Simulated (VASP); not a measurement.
# Pd (Fd-3m) in VASP: further runs

The runs below take Pd through single point, relaxation of cell and atoms, with PBE.

Program: VASP 6.6.1. These are calculated values, not measurements. Logs are shortened: lines on timing, memory, paths and dates and some standing lists are left out, and cuts for length are marked.

### Step 1. The cell of the first run

It takes space group Fd-3m (No. 227, cubic). The conventional cell has a = 5.962 Å, b = 5.962 Å, c = 5.962 Å, α = 90.00°, β = 90.00°, γ = 90.00°. Within 3.4 Å of Pd (site symmetry -43m) lie 4 Pd at 2.58 Å.

### Step 2. Single point, PBE (volume scaled by 1.08)

File INCAR:

```
PREC = Accurate ; ENCUT = 520
EDIFF = 1E-6 ; ISMEAR = -1
SIGMA = 0.1 ; LREAL = F
LASPH = T ; NELM = 80
ALGO = Normal ; ISIF = 2
LWAVE = F ; LCHARG = F
GGA = PE ; NBANDS = 17
```

File KPOINTS:

```
Automatic mesh
0
Gamma
  11 11 11
```

File POSCAR:

```
Pd
1.0
    0.0000000000      2.9809369391      2.9809369391
    2.9809369391      0.0000000000      2.9809369391
    2.9809369391      2.9809369391      0.0000000000
Pd
2
Direct
    0.1250000000      0.1250000000      0.1250000000
    0.8750000000      0.8750000000      0.8750000000
```

Potentials or basis: VASP PAW PBE potentials, release 64 (Pd).

Launch:

```console
$ cat potpaw_PBE.64/Pd/POTCAR > POTCAR
$ mpirun -np 1 vasp_std > vasp.out
```

OUTCAR:

```text
PREC = Accurate
   ENCUT = 520
   EDIFF = 1E-6
   ISMEAR = -1
   LREAL = F
   LASPH = T
   NELM = 80
   ISIF = 2
   GGA = PE

 ion  position               nearest neighbor table
   1  0.125  0.125  0.125-   2 2.58   2 2.58   2 2.58   2 2.58
   2  0.875  0.875  0.875-   1 2.58   1 2.58   1 2.58   1 2.58

  LATTYP: Found a face centered cubic cell.
 ALAT       =     5.9618738782

  Lattice vectors:

 A1 = (   0.0000000000,   2.9809369391,   2.9809369391)
 A2 = (   2.9809369391,   0.0000000000,   2.9809369391)
 A3 = (   2.9809369391,   2.9809369391,   0.0000000000)

Analysis of symmetry for initial positions (statically):
=====================================================================
 Subroutine PRICEL returns:
 Original cell was already a primitive cell.

 Routine SETGRP: Setting up the symmetry group for a
 face centered cubic supercell.

 Subroutine GETGRP returns: Found 48 space group operations
 (whereof 12 operations were pure point group operations)
 out of a pool of 48 trial point group operations.

The static configuration has the point symmetry D_3d.
 The point group associated with its full space group is O_h .

Analysis of symmetry for dynamics (positions and initial velocities):
=====================================================================
 Subroutine PRICEL returns:
 Original cell was already a primitive cell.

 Routine SETGRP: Setting up the symmetry group for a
 face centered cubic supercell.

 Subroutine GETGRP returns: Found 48 space group operations
 (whereof 12 operations were pure point group operations)
 out of a pool of 48 trial point group operations.

The dynamic configuration has the point symmetry D_3d.
 The point group associated with its full space group is O_h .

 Subroutine INISYM returns: Found 48 space group operations
 (whereof 12 operations are pure point group operations),
 and found     1 'primitive' translations

----------------------------------------------------------------------------------------

                                     Primitive cell

  volume of cell :      52.9771

  direct lattice vectors                    reciprocal lattice vectors
     0.000000000  2.980936939  2.980936939    -0.167732498  0.167732498  0.167732498
     2.980936939  0.000000000  2.980936939     0.167732498 -0.167732498  0.167732498
     2.980936939  2.980936939  0.000000000     0.167732498  0.167732498 -0.167732498

  length of vectors
     4.215681448  4.215681448  4.215681448     0.290521209  0.290521209  0.290521209

  position of ions in fractional coordinates (direct lattice)
     0.125000000  0.125000000  0.125000000
     0.875000000  0.875000000  0.875000000

  ion indices of the primitive-cell ions
   primitive index   ion index
                 1           1
                 2           2

----------------------------------------------------------------------------------------

 KPOINTS: Automatic mesh

Automatic generation of k-mesh.
 Grid dimensions read from file:
 generate k-points for:   11   11   11

 Generating k-lattice:

  Cartesian coordinates                     Fractional coordinates (reciprocal lattice)
    -0.015248409  0.015248409  0.015248409     0.090909091  0.000000000  0.000000000
     0.015248409 -0.015248409  0.015248409     0.000000000  0.090909091  0.000000000
     0.015248409  0.015248409 -0.015248409     0.000000000  0.000000000  0.090909091

  Length of vectors
     0.026411019  0.026411019  0.026411019

  Shift w.r.t. Gamma in fractional coordinates (k-lattice)
     0.000000000  0.000000000  0.000000000

 Subroutine IBZKPT returns following result:
 ===========================================

 Found     56 irreducible k-points:

 Following reciprocal coordinates:
            Coordinates               Weight
  0.000000  0.000000  0.000000      1.000000
  0.090909  0.000000  0.000000      8.000000
  0.181818  0.000000  0.000000      8.000000
  0.272727  0.000000  0.000000      8.000000
  0.363636  0.000000  0.000000      8.000000
  0.454545  0.000000  0.000000      8.000000
[... 16 lines left out ...]
 -0.272727  0.181818  0.000000     24.000000
 -0.181818  0.181818  0.000000     12.000000
 [... further k-points ...]
   k-points           NKPTS =     56   k-points in BZ     NKDIM =     56   number of bands    NBANDS=     17
   number of dos      NEDOS =    301   number of ions     NIONS =      2
   total plane-waves  NPLWV =  32768
   dimension x,y,z NGX =    32 NGY =   32 NGZ =   32
   dimension x,y,z NGXF=    64 NGYF=   64 NGZF=   64
   ions per type =               2
   NGX,Y,Z   is equivalent  to a cutoff of  12.62, 12.62, 12.62 a.u.
   NGXF,Y,Z  is equivalent  to a cutoff of  25.24, 25.24, 25.24 a.u.
 SYSTEM =  unknown system
   PREC   = accura    normal or accurate (medium, high low for compatibility)
   ISTART =      0    job   : 0-new  1-cont  2-samecut
   ICHARG =      2    charge: 1-file 2-atom 10-const
   ISPIN  =      1    spin polarized calculation?
   LNONCOLLINEAR =      F non collinear calculations
   LSORBIT =      F    spin-orbit coupling
   LASPH  =      T    aspherical Exc in radial PAW
   ENCUT  =  520.0 eV  38.22 Ry    6.18 a.u.   7.84  7.84  7.84*2*pi/ulx,y,z
   NELM   =     80;   NELMIN=  2; NELMDL= -5     # of ELM steps
   EDIFF  = 0.1E-05   stopping-criterion for ELM
   LREAL  =      F    real-space projection
   EDIFFG = 0.1E-04   stopping-criterion for IOM
   NSW    =      0    number of steps for IOM
   IBRION =     -1    ionic relax: 0-MD 1-quasi-New 2-CG
   NFREE  =      0    steps in history (QN), initial steepest desc. (CG)
   ISIF   =      2    stress and relaxation
   ISYM   =      2    0-nonsym 1-usesym 2-fastsym
   POTIM  = 0.5000    time-step for ionic-motion
   TEBEG  =    0.0;   TEEND  =   0.0 temperature during run
   PSTRESS=    0.0 pullay stress
   NELECT =      20.0000    total number of electrons
   NUPDOWN=      -1.0000    fix difference up-down
   EMIN   =  10.00;   EMAX   =-10.00  energy-range for DOS
   EFERMI =   0.00;   METHOD = LEGACY
   ISMEAR =    -1;   SIGMA  =   0.10  broadening in eV -4-tet -1-fermi 0-gaus
   EFERMI_NEDOS =   21; number of points for ismear=-14 and -15
   IALGO  =     38    algorithm
   IMIX   =      4    mixing-type and parameters
     AMIX     =   0.40;   BMIX     =  1.00
     AMIX_MAG =   1.60;   BMIX_MAG =  1.00
  volume/ion in A,a.u.               =      26.49       178.75
  Fermi-wavevector in a.u.,A,eV,Ry     =   1.183192  2.235909 19.047398  1.399944
  Thomas-Fermi vector in A             =   2.319432
   LORBIT       =      0    0 simple, 1 ext, 2 COOP (PROOUT), +10 PAW based schemes
   GGA     = PE    functional components
   LHFCALC =     F    Hartree Fock is set to
   AEXX    =    0.0000 exact exchange contribution
   IVDW    =     0    specifies the selected vdW correction
   LEPSILON=     F    determine dielectric tensor
   LRPA    =     F    only Hartree local field effects (RPA)
 non-spin polarized calculation
  energy-cutoff  :      520.00
  volume of cell :       52.98
 maximum number of plane-waves:      1442
   NGX = 15   NGY = 15   NGZ = 15

 number of electron      19.9999994 magnetization

 Free energy of the ion-electron system (eV)
  ---------------------------------------------------
  ext. energy  EPLUGINS =         0.00000000
  ---------------------------------------------------
  free energy    TOTEN  =        -8.20303506 eV

  energy without entropy =       -8.02110058  energy(sigma->0) =       -8.11206782

 E-fermi :   3.1715     XC(G=0):  -9.5018

 val. band max:        3.1680620287   @ k =   0.2727   0.1818   0.0000
 cond. band min:       3.1824974881   @ k =  -0.1818   0.2727   0.0909
 fundamental gap:      0.0144354594
 Fermi energy:         3.1714656370

 k-point     1 :       0.0000    0.0000    0.0000
  band No.  band energies     occupation
      1      -0.9129      2.00000
      2       0.2432      2.00000
      3       0.2432      2.00000
      4       0.3240      2.00000
      5       0.3240      2.00000
      6       0.3240      2.00000
[... 9 lines left out ...]
     16      14.6113      0.00000
     17      14.6114      0.00000

 k-point     2 :       0.0909    0.0000    0.0000
  band No.  band energies     occupation
      1      -0.8037      2.00000
      2       0.1576      2.00000
      3       0.1576      2.00000
      4       0.3262      2.00000
      5       0.4371      2.00000
      6       0.4371      2.00000
[... 9 lines left out ...]
     16      15.3217      0.00000
     17      15.3333      0.00000

 k-point     3 :       0.1818    0.0000    0.0000
  band No.  band energies     occupation
      1      -0.5009      2.00000
      2       0.0930      2.00000
      3       0.0930      2.00000
      4       0.3413      2.00000
      5       0.5635      2.00000
      6       0.5635      2.00000
[... 9 lines left out ...]
     16      15.6061      0.00000
     17      15.8509      0.00000

 k-point     4 :       0.2727    0.0000    0.0000
  band No.  band energies     occupation
      1      -0.1101      2.00000
      2       0.0882      2.00000
      3       0.0882      2.00000
      4       0.3939      2.00000
      5       0.6155      2.00000
      6       0.6155      2.00000
[... 9 lines left out ...]
     16      15.4395      0.00000
     17      15.5831      0.00000
[... 343 lines left out ...]
      1      -0.0454      2.00000
      2       0.0492      2.00000
      3       0.3975      2.00000
      4       0.5640      2.00000
      5       0.6741      2.00000
      6       0.9030      2.00000
[... 9 lines left out ...]
     16      16.1454      0.00000
     17      16.3184      0.00000

 k-point    23 :      -0.2727    0.1818    0.0000
  band No.  band energies     occupation
      1      -0.0258      2.00000
      2       0.0059      2.00000
      3       0.4178      2.00000
      4       0.4866      2.00000
      5       0.5400      2.00000
      6       0.9534      2.00000
[... 9 lines left out ...]
     16      16.0061      0.00000
     17      16.1169      0.00000

 k-point    24 :      -0.1818    0.1818    0.0000
  band No.  band energies     occupation
      1      -0.0495      2.00000
      2      -0.0282      2.00000
      3       0.3084      2.00000
      4       0.3241      2.00000
      5       0.5280      2.00000
      6       0.8756      2.00000
[... 9 lines left out ...]
     16      15.8290      0.00000
     17      15.8782      0.00000

 [... further k-points ...]

------------------------ aborting loop because EDIFF is reached ----------------------------------------

  FORCE on cell =-STRESS in cart. coord.  units (eV):
  Direction    XX          YY          ZZ          XY          YZ          ZX
  --------------------------------------------------------------------------------------
  -------------------------------------------------------------------------------------
  Total       -1.4059173     -1.4059173     -1.4059173     -0.0000000      0.0000000      0.0000000
  in kB      -42.5188970    -42.5188970    -42.5188970     -0.0000000      0.0000000      0.0000000
  external PRESSURE =     -42.5188970 kB  Pullay stress =       0.0000000 kB

 VOLUME and BASIS-vectors are now :
 -----------------------------------------------------------------------------
  energy-cutoff  :      520.00
  volume of cell :       52.98
      direct lattice vectors                 reciprocal lattice vectors
     0.000000000  2.980936939  2.980936939    -0.167732498  0.167732498  0.167732498
     2.980936939  0.000000000  2.980936939     0.167732498 -0.167732498  0.167732498
     2.980936939  2.980936939  0.000000000     0.167732498  0.167732498 -0.167732498

 POSITION                                       TOTAL-FORCE (eV/Angst)
 -----------------------------------------------------------------------------------
      0.74523      0.74523      0.74523         0.000000      0.000000      0.000000
      5.21664      5.21664      5.21664        -0.000000     -0.000000     -0.000000
 -----------------------------------------------------------------------------------
    total drift:                                0.000000      0.000000     -0.000000

  FREE ENERGIE OF THE ION-ELECTRON SYSTEM (eV)
  ---------------------------------------------------
  free  energy   TOTEN  =        -8.2030350593 eV

  energy  without entropy=       -8.0211005804  energy(sigma->0) =       -8.11206782
```

Run time: 23 s. Hardware: 1 thread of AMD EPYC 9R45 (Zen 5), shared host; peak memory 0.16 GiB.

Results:

- Free energy: -8.2030 eV
- Pressure: -4.3 GPa
- Band gap on the k mesh: zero (band 10 reaches 3.21 eV, above the bottom of band 11 at 2.91 eV)

Levels at points of the mesh, in eV from the Fermi level:
| k point | band 7 | band 8 | band 9 | band 10 | band 11 | band 12 | band 13 | band 14 |
| --- | --- | --- | --- | --- | --- | --- | --- | --- |
| (0.00, 0.00, 0.00) | -1.17 | -1.17 | -1.17 | -0.19 | -0.19 | 10.92 | 10.92 | 10.92 |

Caveat: the cell differs from its parent crystal (volume scaled by 1.08).

### Step 3. Single point, PBE (volume scaled by 1.12)

File INCAR:

```
SYSTEM = Pd
  PREC = Accurate
  ENCUT = 520
  EDIFF = 1E-6
  ISMEAR = -1
  SIGMA = 0.1
  LREAL = .False.
  LASPH = .True.
  NELM = 80
  ALGO = Normal
  ISIF = 2
  LWAVE = .False.
  LCHARG = .False.
  GGA = PE
  NBANDS = 17
```

File KPOINTS:

```
Automatic mesh
0
Gamma
  11 11 11
  0 0 0
```

File POSCAR:

```
Pd
1.0
    0.0000000000      3.0172934117      3.0172934117
    3.0172934117      0.0000000000      3.0172934117
    3.0172934117      3.0172934117      0.0000000000
Pd
2
Direct
    0.1250000000      0.1250000000      0.1250000000
    0.8750000000      0.8750000000      0.8750000000
```

Potentials or basis: VASP PAW PBE potentials, release 64 (Pd).

Launch:

```console
$ cat potpaw_PBE.64/Pd/POTCAR > POTCAR
$ mpirun -np 1 vasp_std > vasp.out
```

Wall time 22 s (1 thread of AMD EPYC 9R45 (Zen 5), shared host); peak memory 0.16 GiB.

The run converged. Its results:

```
Free energy            : -8.1428 eV
Pressure               : -5.6 GPa
Band gap on the k mesh : zero (band 10 reaches 2.88 eV, above the bottom of band 11 at 2.59 eV)
```

Levels at points of the mesh, in eV from the Fermi level:
```tsv
k point	band 6	band 7	band 8	band 9	band 10	band 11	band 12	band 13	band 14	band 15
(0.00, 0.00, 0.00)	-2.71	-1.11	-1.11	-1.11	-0.19	-0.19	10.65	10.65	10.65	11.20
```

Caveat: the cell differs from its parent crystal (volume scaled by 1.12).

### Step 4. Relaxation of cell and atoms, PBE

This run uses another cell than the first one, of 19.86 Å³/atom, 0.750 times its volume.

File INCAR:

```
ALGO = Normal
EDIFF = 1E-6
EDIFFG = -0.01
ENCUT = 600
GGA = PE
IBRION = 2
ISIF = 3
ISMEAR = -1
LASPH = True
LCHARG = False
LREAL = False
LWAVE = False
NELM = 80
NSW = 80
PREC = Accurate
SIGMA = 0.1
```

File KPOINTS:

```
k-points
0
Gamma
  10 10 10
```

File POSCAR:

```
Pd
1.0
    0.0000000000      2.7082278367      2.7082278367
    2.7082278367      0.0000000000      2.7082278367
    2.7082278367      2.7082278367      0.0000000000
Pd
2
Direct
    0.1250000000      0.1250000000      0.1250000000
    0.8750000000      0.8750000000      0.8750000000
```

Launch:

```console
$ cat potpaw_PBE.64/Pd/POTCAR > POTCAR
$ mpirun -np 1 vasp_std > vasp.out
```

Run time: 49 s. Hardware: 1 thread of AMD EPYC 9R45 (Zen 5), shared host; peak memory 0.17 GiB.

It converged, with:

| Property | Result |
| --- | --- |
| Free energy | -8.2581 eV |
| Relaxed volume | 24.40 Å³/atom |
| Relaxed cell | a = 4.102 Å, b = 4.102 Å, c = 4.102 Å, α = 60.00°, β = 60.00°, γ = 60.00° |
| Space group after relaxing (to 0.05 Å) | Fd-3m (No. 227) |
| Energy gained by relaxing | 270.5 meV/atom |
| Ionic steps | 4 |
| Pressure after relaxing | 0.1 GPa |
| Band gap on the k mesh | zero (band 10 reaches 4.01 eV, above the bottom of band 11 at 3.66 eV) |

Step by step:
```csv
step,energy change (eV),largest force (eV/Å),pressure (GPa),volume (Å³)
1,0.0000,0.0000,23.67,39.73
2,-0.2488,0.0000,-7.43,59.10
3,-0.5409,0.0000,-0.19,48.99
4,-0.5410,0.0000,0.06,48.79
```

Final structure:
```
Pd
1.0
     0.00000    2.90033    2.90033
     2.90033    0.00000    2.90033
     2.90033    2.90033    0.00000
Pd
2
Direct
  0.12500 0.12500 0.12500
  0.87500 0.87500 0.87500
```

Levels at points of the mesh, in eV from the Fermi level:
| k point | band 8 | band 9 | band 10 | band 11 | band 12 | band 13 |
| --- | --- | --- | --- | --- | --- | --- |
| (0.00, 0.00, 0.00) | -1.32 | -1.32 | -0.19 | -0.19 | 11.56 | 11.56 |
| (0.50, 0.00, 0.00) | -1.02 | -0.35 | -0.35 | 0.01 | 1.27 | 8.45 |
| (0.50, 0.50, 0.00) | -1.80 | -0.17 | -0.17 | 1.92 | 1.92 | 4.81 |

Caveat: the volume moved by over 15 % at a fixed basis, so the end points are rough.

### Step 5. Single point, PBE, collinear spin, antiferromagnetic start

This run uses another cell than the first one, of 24.50 Å³/atom, 0.925 times its volume.

File INCAR:

```
ALGO     = Normal         # electronic algorithm
EDIFF    = 1E-6           # SCF threshold, eV
ENCUT    = 520            # plane-wave cutoff, eV
GGA      = PE             # functional
ISIF     = 2              # what is computed and relaxed
ISMEAR   = -1             # smearing method
ISPIN    = 2              # spin polarisation
LASPH    = True           # aspherical terms in the spheres
LCHARG   = False          # write CHGCAR
LMAXMIX  = 4              # l up to which the mixer works
LORBIT   = 11             # projections on sites
LREAL    = False          # projectors in reciprocal space
LWAVE    = False          # write WAVECAR
MAGMOM   = 0.5 -0.5       # initial moments
NBANDS   = 21             # bands
NELM     = 150            # most SCF steps
PREC     = Accurate       # precision mode
SIGMA    = 0.05           # smearing width, eV
```

KPOINTS is that of step 4.

File POSCAR:

```
Pd
1.0
    0.0000000000      2.9042521523      2.9042521523
    2.9042521523      0.0000000000      2.9042521523
    2.9042521523      2.9042521523      0.0000000000
Pd
2
Direct
    0.1250000000      0.1250000000      0.1250000000
    0.8750000000      0.8750000000      0.8750000000
```

Launch:

```console
$ cat potpaw_PBE.64/Pd/POTCAR > POTCAR
$ mpirun -np 1 vasp_std > vasp.out
```

It took 54 s on 1 thread of AMD EPYC 9R45 (Zen 5), shared host; peak memory 0.21 GiB.

It converged, with:

```yaml
Free_energy: -8.1877 eV
Pressure: -0.3 GPa
Band_gap_on_the_k_mesh: zero (filled and empty bands overlap)
Net_moment: 0.00 μB per cell
Valence_electrons_inside_the_program's_atomic_spheres: Pd 9.29
```

Levels at points of the mesh, in eV from the Fermi level:
Spin up:
```tsv
k point	band 8	band 9	band 10	band 11	band 12	band 13
(0.00, 0.00, 0.00)	-1.29	-1.29	-0.16	-0.16	11.55	11.55
(0.50, 0.00, 0.00)	-0.99	-0.32	-0.32	0.04	1.29	8.45
(0.50, 0.50, 0.00)	-1.76	-0.14	-0.14	1.94	1.94	4.83
```
Spin down:
```
           k point  band 8  band 9  band 10  band 11  band 12  band 13
(0.00, 0.00, 0.00)   -1.29   -1.29    -0.16    -0.16    11.55    11.55
(0.50, 0.00, 0.00)   -0.99   -0.32    -0.32     0.04     1.29     8.45
(0.50, 0.50, 0.00)   -1.76   -0.14    -0.14     1.94     1.94     4.83
```

[end of part 1 of 2]
